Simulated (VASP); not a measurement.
# In2O (P-3m1) in VASP: single point with PBE

Aim: the single point of In2O with PBE.

All numbers are computed with VASP 6.6.1; they aren't measurements. Logs are shortened: lines on timing, memory, paths and dates and some standing lists are left out, and cuts for length are marked.

## (1) The cell of the first run

Symmetry: P-3m1, No. 164, trigonal system. Conventional cell: a = 3.433 Å, b = 3.433 Å, c = 12.704 Å, α = 90.00°, β = 90.00°, γ = 120.00°. In (site symmetry 3m) has 3 O at 2.20 Å and 1 In at 2.98 Å within 3.0 Å. Within 3.2 Å of In (site symmetry 3m) lie 1 O at 2.43 Å. O (site symmetry 3m) has 4 In at 2.20 to 2.43 Å within 2.9 Å.

## (2) Single point, PBE

INCAR

```
SYSTEM = In2O
ALGO = Normal ; EDIFF = 1E-7
ENCUT = 520 ; GGA = PE
ISIF = 2 ; ISMEAR = -1
LASPH = .True. ; LCHARG = .False.
LREAL = .False. ; LWAVE = .False.
NBANDS = 41 ; NELM = 80
PREC = Accurate ; SIGMA = 0.15
```

KPOINTS

```
k-points
0
Gamma
  12 12 4
  0 0 0
```

POSCAR

```
In2O
1.0
    3.4330555846      0.0000000000      0.0000000000
   -1.7165277923      2.9731133489      0.0000000000
    0.0000000000      0.0000000000     12.7039100544
In O
4 2
Direct
    0.0000000000      0.0000000000      0.3826866169
    0.0000000000      0.0000000000      0.6173133831
    0.6666666667      0.3333333333      0.1160366589
    0.3333333333      0.6666666667      0.8839633411
    0.6666666667      0.3333333333      0.3070938034
    0.3333333333      0.6666666667      0.6929061966
```

Potentials or basis: VASP PAW PBE potentials, release 64 (In_d, O).

On the command line:

```bash
> cat potpaw_PBE.64/In_d/POTCAR potpaw_PBE.64/O/POTCAR > POTCAR
> mpirun -np 1 vasp_std > vasp.out
```

OUTCAR:

```text
SYSTEM = In2O
   EDIFF = 1E-7
   ENCUT = 520
   GGA = PE
   ISIF = 2
   ISMEAR = -1
   LASPH = .True.
   LREAL = .False.
   NELM = 80
   PREC = Accurate

 ion  position               nearest neighbor table
   1  0.000  0.000  0.383-   5 2.20   5 2.20   5 2.20   2 2.98   3 3.92   3 3.92   3 3.92
   2  0.000  0.000  0.617-   6 2.20   6 2.20   6 2.20   1 2.98   4 3.92   4 3.92   4 3.92
   3  0.667  0.333  0.116-   5 2.43   4 3.55   4 3.55   4 3.55   1 3.92   1 3.92   1 3.92
   4  0.333  0.667  0.884-   6 2.43   3 3.55   3 3.55   3 3.55   2 3.92   2 3.92   2 3.92
   5  0.667  0.333  0.307-   1 2.20   1 2.20   1 2.20   3 2.43
   6  0.333  0.667  0.693-   2 2.20   2 2.20   2 2.20   4 2.43

  LATTYP: Found a hexagonal cell.
 ALAT       =     3.4330555846
 C/A-ratio  =     3.7004673363

  Lattice vectors:

 A1 = (   3.4330555846,   0.0000000000,   0.0000000000)
 A2 = (  -1.7165277923,   2.9731133489,   0.0000000000)
 A3 = (   0.0000000000,   0.0000000000,  12.7039100544)

Analysis of symmetry for initial positions (statically):
=====================================================================
 Subroutine PRICEL returns:
 Original cell was already a primitive cell.

 Routine SETGRP: Setting up the symmetry group for a
 hexagonal supercell.

 Subroutine GETGRP returns: Found 12 space group operations
 (whereof 12 operations were pure point group operations)
 out of a pool of 24 trial point group operations.

The static configuration has the point symmetry D_3d.

Analysis of symmetry for dynamics (positions and initial velocities):
=====================================================================
 Subroutine PRICEL returns:
 Original cell was already a primitive cell.

 Routine SETGRP: Setting up the symmetry group for a
 hexagonal supercell.

 Subroutine GETGRP returns: Found 12 space group operations
 (whereof 12 operations were pure point group operations)
 out of a pool of 24 trial point group operations.

The dynamic configuration has the point symmetry D_3d.

 Subroutine INISYM returns: Found 12 space group operations
 (whereof 12 operations are pure point group operations),
 and found     1 'primitive' translations

----------------------------------------------------------------------------------------

                                     Primitive cell

  volume of cell :     129.6671

  direct lattice vectors                    reciprocal lattice vectors
     3.433055585  0.000000000  0.000000000     0.291285700  0.168173877  0.000000000
    -1.716527792  2.973113349  0.000000000     0.000000000  0.336347755  0.000000000
     0.000000000  0.000000000 12.703910054     0.000000000  0.000000000  0.078715923

  length of vectors
     3.433055585  3.433055585 12.703910054     0.336347755  0.336347755  0.078715923

  position of ions in fractional coordinates (direct lattice)
     0.000000000  0.000000000  0.382686617
     0.000000000  0.000000000  0.617313383
     0.666666667  0.333333333  0.116036659
     0.333333333  0.666666667  0.883963341
     0.666666667  0.333333333  0.307093803
     0.333333333  0.666666667  0.692906197

  ion indices of the primitive-cell ions
   primitive index   ion index
                 1           1
                 2           2
                 3           3
                 4           4
                 5           5
                 6           6

----------------------------------------------------------------------------------------

 KPOINTS: k-points

Automatic generation of k-mesh.
 Grid dimensions read from file:
 generate k-points for:   12   12    4

 Generating k-lattice:

  Cartesian coordinates                     Fractional coordinates (reciprocal lattice)
     0.024273808  0.014014490  0.000000000     0.083333333  0.000000000  0.000000000
     0.000000000  0.028028980  0.000000000     0.000000000  0.083333333  0.000000000
     0.000000000  0.000000000  0.019678981     0.000000000  0.000000000  0.250000000

  Length of vectors
     0.028028980  0.028028980  0.019678981

  Shift w.r.t. Gamma in fractional coordinates (k-lattice)
     0.000000000  0.000000000  0.000000000

 Subroutine IBZKPT returns following result:
 ===========================================

 Found     69 irreducible k-points:

 Following reciprocal coordinates:
            Coordinates               Weight
  0.000000  0.000000  0.000000      1.000000
  0.083333  0.000000  0.000000      6.000000
  0.166667 -0.000000  0.000000      6.000000
  0.250000  0.000000  0.000000      6.000000
  0.333333 -0.000000  0.000000      6.000000
  0.416667 -0.000000  0.000000      6.000000
[... 16 lines left out ...]
  0.166667 -0.000000  0.250000      6.000000
  0.000000  0.166667  0.250000      6.000000
 [... further k-points ...]
   k-points           NKPTS =     69   k-points in BZ     NKDIM =     69   number of bands    NBANDS=     41
   number of dos      NEDOS =    301   number of ions     NIONS =      6
   total plane-waves  NPLWV =  75264
   dimension x,y,z NGX =    28 NGY =   28 NGZ =   96
   dimension x,y,z NGXF=    56 NGYF=   56 NGZF=  192
   ions per type =               4   2
   NGX,Y,Z   is equivalent  to a cutoff of  13.56, 13.56, 12.56 a.u.
   NGXF,Y,Z  is equivalent  to a cutoff of  27.12, 27.12, 25.13 a.u.
 SYSTEM =  In2O
   PREC   = accura    normal or accurate (medium, high low for compatibility)
   ISTART =      0    job   : 0-new  1-cont  2-samecut
   ICHARG =      2    charge: 1-file 2-atom 10-const
   ISPIN  =      1    spin polarized calculation?
   LNONCOLLINEAR =      F non collinear calculations
   LSORBIT =      F    spin-orbit coupling
   LASPH  =      T    aspherical Exc in radial PAW
   ENCUT  =  520.0 eV  38.22 Ry    6.18 a.u.   6.38  6.38 23.62*2*pi/ulx,y,z
   NELM   =     80;   NELMIN=  2; NELMDL= -5     # of ELM steps
   EDIFF  = 0.1E-06   stopping-criterion for ELM
   LREAL  =      F    real-space projection
   EDIFFG = 0.1E-05   stopping-criterion for IOM
   NSW    =      0    number of steps for IOM
   IBRION =     -1    ionic relax: 0-MD 1-quasi-New 2-CG
   NFREE  =      0    steps in history (QN), initial steepest desc. (CG)
   ISIF   =      2    stress and relaxation
   ISYM   =      2    0-nonsym 1-usesym 2-fastsym
   POTIM  = 0.5000    time-step for ionic-motion
   TEBEG  =    0.0;   TEEND  =   0.0 temperature during run
   PSTRESS=    0.0 pullay stress
   NELECT =      64.0000    total number of electrons
   NUPDOWN=      -1.0000    fix difference up-down
   EMIN   =  10.00;   EMAX   =-10.00  energy-range for DOS
   EFERMI =   0.00;   METHOD = LEGACY
   ISMEAR =    -1;   SIGMA  =   0.15  broadening in eV -4-tet -1-fermi 0-gaus
   EFERMI_NEDOS =   21; number of points for ismear=-14 and -15
   IALGO  =     38    algorithm
   IMIX   =      4    mixing-type and parameters
     AMIX     =   0.40;   BMIX     =  1.00
     AMIX_MAG =   1.60;   BMIX_MAG =  1.00
  volume/ion in A,a.u.               =      21.61       145.84
  Fermi-wavevector in a.u.,A,eV,Ry     =   1.293774  2.444877 22.774110  1.673850
  Thomas-Fermi vector in A             =   2.425398
   LORBIT       =      0    0 simple, 1 ext, 2 COOP (PROOUT), +10 PAW based schemes
   GGA     = PE    functional components
   LHFCALC =     F    Hartree Fock is set to
   AEXX    =    0.0000 exact exchange contribution
   IVDW    =     0    specifies the selected vdW correction
   LEPSILON=     F    determine dielectric tensor
   LRPA    =     F    only Hartree local field effects (RPA)
 non-spin polarized calculation
  energy-cutoff  :      520.00
  volume of cell :      129.67
 maximum number of plane-waves:      3527
 NGX is ok and might be reduce to    28
   NGX = 13   NGY = 13   NGZ = 47

 number of electron      63.9999995 magnetization

 Free energy of the ion-electron system (eV)
  ---------------------------------------------------
  ext. energy  EPLUGINS =         0.00000000
  ---------------------------------------------------
  free energy    TOTEN  =       -24.79632983 eV

  energy without entropy =      -24.67788156  energy(sigma->0) =      -24.73710569

 E-fermi :   6.5539     XC(G=0):  -9.8521

 val. band max:        6.5481380862   @ k =   0.2500   0.0833   0.2500
 cond. band min:       6.5624542402   @ k =  -0.0833   0.3333   0.2500
 fundamental gap:      0.0143161540
 Fermi energy:         6.5539142569

 k-point     1 :       0.0000    0.0000    0.0000
  band No.  band energies     occupation
      1     -13.0257      2.00000
      2     -13.0164      2.00000
      3      -8.7524      2.00000
      4      -8.6926      2.00000
      5      -8.6926      2.00000
      6      -8.6858      2.00000
[... 33 lines left out ...]
     40      15.0557      0.00000
     41      15.8360      0.00000

 k-point     2 :       0.0833    0.0000    0.0000
  band No.  band energies     occupation
      1     -13.0153      2.00000
      2     -13.0069      2.00000
      3      -8.7568      2.00000
      4      -8.6772      2.00000
      5      -8.6749      2.00000
      6      -8.6701      2.00000
[... 33 lines left out ...]
     40      14.4652      0.00000
     41      14.9028      0.00000

 k-point     3 :       0.1667   -0.0000    0.0000
  band No.  band energies     occupation
      1     -12.9883      2.00000
      2     -12.9820      2.00000
      3      -8.7501      2.00000
      4      -8.6367      2.00000
      5      -8.6353      2.00000
      6      -8.6238      2.00000
[... 33 lines left out ...]
     40      13.4900      0.00000
     41      13.7173      0.00000

 k-point     4 :       0.2500    0.0000    0.0000
  band No.  band energies     occupation
      1     -12.9547      2.00000
      2     -12.9508      2.00000
      3      -8.7304      2.00000
      4      -8.6119      2.00000
      5      -8.6027      2.00000
      6      -8.5682      2.00000
[... 825 lines left out ...]
     40      14.4861      0.00000
     41      15.0164      0.00000

 k-point    23 :       0.1667   -0.0000    0.2500
  band No.  band energies     occupation
      1     -12.9881      2.00000
      2     -12.9822      2.00000
      3      -8.7500      2.00000
      4      -8.6367      2.00000
      5      -8.6353      2.00000
      6      -8.6238      2.00000
[... 33 lines left out ...]
     40      13.4713      0.00000
     41      13.7533      0.00000

 k-point    24 :       0.0000    0.1667    0.2500
  band No.  band energies     occupation
      1     -12.9881      2.00000
      2     -12.9821      2.00000
      3      -8.7500      2.00000
      4      -8.6367      2.00000
      5      -8.6352      2.00000
      6      -8.6238      2.00000
[... 33 lines left out ...]
     40      13.4934      0.00000
     41      13.5958      0.00000

 [... further k-points ...]

------------------------ aborting loop because EDIFF is reached ----------------------------------------

  FORCE on cell =-STRESS in cart. coord.  units (eV):
  Direction    XX          YY          ZZ          XY          YZ          ZX
  --------------------------------------------------------------------------------------
  -------------------------------------------------------------------------------------
  Total        0.0889452      0.0889452      0.0269555      0.0000000     -0.0000000      0.0000000
  in kB        1.0990140      1.0990140      0.3330645      0.0000000     -0.0000000      0.0000000
  external PRESSURE =       0.8436975 kB  Pullay stress =       0.0000000 kB

 VOLUME and BASIS-vectors are now :
 -----------------------------------------------------------------------------
  energy-cutoff  :      520.00
  volume of cell :      129.67
      direct lattice vectors                 reciprocal lattice vectors
     3.433055585  0.000000000  0.000000000     0.291285700  0.168173877  0.000000000
    -1.716527792  2.973113349  0.000000000     0.000000000  0.336347755  0.000000000
     0.000000000  0.000000000 12.703910054     0.000000000  0.000000000  0.078715923

 POSITION                                       TOTAL-FORCE (eV/Angst)
 -----------------------------------------------------------------------------------
      0.00000      0.00000      4.86162         0.000000     -0.000000      0.035827
      0.00000      0.00000      7.84229        -0.000000      0.000000     -0.035827
      1.71653      0.99104      1.47412        -0.000000      0.000000     -0.003879
     -0.00000      1.98208     11.22979         0.000000     -0.000000      0.003879
      1.71653      0.99104      3.90129         0.000000      0.000000     -0.034382
     -0.00000      1.98208      8.80262        -0.000000     -0.000000      0.034382
 -----------------------------------------------------------------------------------
    total drift:                               -0.000000      0.000000      0.000000

  FREE ENERGIE OF THE ION-ELECTRON SYSTEM (eV)
  ---------------------------------------------------
  free  energy   TOTEN  =       -24.7963298302 eV

  energy  without entropy=      -24.6778815580  energy(sigma->0) =      -24.73710569
```

Run time: 11 min. Hardware: 1 thread of Intel Xeon 8259CL, shared host; peak memory 0.44 GiB.

What came out:

* Free energy: -24.7963 eV
* Pressure: 0.1 GPa
* Largest force: 0.036 eV/Å
* Band gap on the k mesh: zero (bands 32 and 33 overlap by 1.52 eV)

Forces on the atoms (eV/Å):
```
In   0.000  0.000  0.036
In   0.000  0.000 -0.036
In   0.000  0.000 -0.004
In   0.000  0.000  0.004
O    0.000  0.000 -0.034
O    0.000  0.000  0.034
```

Levels at points of the mesh, in eV from the Fermi level:
```
           k point  band 30  band 31  band 32  band 33  band 34  band 35
(0.00, 0.00, 0.00)    -3.67    -3.67    -1.44    -0.12     2.20     3.91
(0.50, 0.00, 0.00)    -2.78    -2.72    -1.10    -0.87     0.23     1.49
(0.00, 0.00, 0.50)    -3.67    -2.60    -2.54     0.93     1.13     4.99
(0.50, 0.00, 0.50)    -2.84    -2.38    -1.30    -0.88     0.24     1.67
```

Caveat: spin-orbit coupling is left out, which moves the levels of the heavy elements.
